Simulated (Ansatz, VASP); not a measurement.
**Two plane-wave programs on InSb**

```
CELL_PARAMETERS angstrom
2.77913 0.00000 0.00000
0.00000 2.77913 0.00000
0.00000 0.00000 6.69408
ATOMIC_POSITIONS crystal
In 0.00000 0.00000 0.00000
Sb 0.00000 0.00000 0.50000
```

Alike in both runs: task single point; functional PBEsol; k mesh 16 × 16 × 8; occupations gaussian, width 0.15 eV; no spin polarisation.

|  | VASP | Ansatz |
| --- | --- | --- |
| version | VASP 6.6.1 | Ansatz 0.2.0 |
| potentials or method | VASP PAW PBE potentials, release 64 (In_d, Sb), cutoff 500 eV | scalar-relativistic, plane waves, PAW |
| valence electrons in the cell | 18 | 28 |

VASP gave:

| Quantity | Value |
| --- | --- |
| gap on the k mesh at the Fermi level (eV) | none |
| pressure (GPa) | 10.2 |
| traceless stress, the component that is largest in VASP (GPa) | -15.54 |

Question: Estimate Ansatz's values.

Answer: gap on the k mesh at the Fermi level (eV): none; pressure (GPa): 10.0; traceless stress, the component that is largest in VASP (GPa): -15.36.

VASP's potentials were made for PBE, not for PBEsol, and Ansatz warns of the same on its side. A gap of «none» marks a metal or a gap that the smearing closes. The functional is the same, so the differences come from potentials, cutoffs and numerics. VASP's potentials hold 18 valence electrons a cell and Ansatz's 28, so a difference there can come from the potentials and not from the codes.

Neither program's run includes spin-orbit coupling.
